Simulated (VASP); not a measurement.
Crystal: PtS2.

```
Pt S
1.0
     3.49531    0.00000    0.00000
    -1.74766    3.02703    0.00000
     0.00000    0.00000    4.97070
Pt S
1 2
Direct
  0.00000 0.00000 0.00000
  0.66667 0.33333 0.77300
  0.33333 0.66667 0.22700
```

This cell differs from its parent crystal: volume scaled by 0.96.

Base run:

| Property | Result |
| --- | --- |
| Program | VASP 6.6.1 |
| Functional | PBEsol |
| Potentials or basis | VASP PAW PBE potentials, release 64 (Pt, S) |
| Cutoff | 520 eV |
| k mesh | 9 × 9 × 5 |
| Occupations | fermi-dirac, width 0.05 eV |
| Spin | no spin polarisation |

Its results: band gap on the k mesh 1.01 eV, indirect (least direct gap 1.05 eV); pressure 13.6 GPa; largest force 1.601 eV/Å.

The run is repeated on the same cell with these changes: functional from PBEsol to r2SCAN. What comes out?

Band gap on the k mesh 1.24 eV, indirect (least direct gap 1.30 eV); pressure 17.2 GPa; largest force 1.892 eV/Å.

r2SCAN gives the wider gap, since meta-GGAs in the generalised Kohn-Sham scheme recover part of the derivative discontinuity.

Caveats: the PAW data sets were made with another functional, which shifts forces and pressure a little; spin-orbit coupling is left out, which moves the levels of the heavy elements.

A k mesh can miss the band edges.
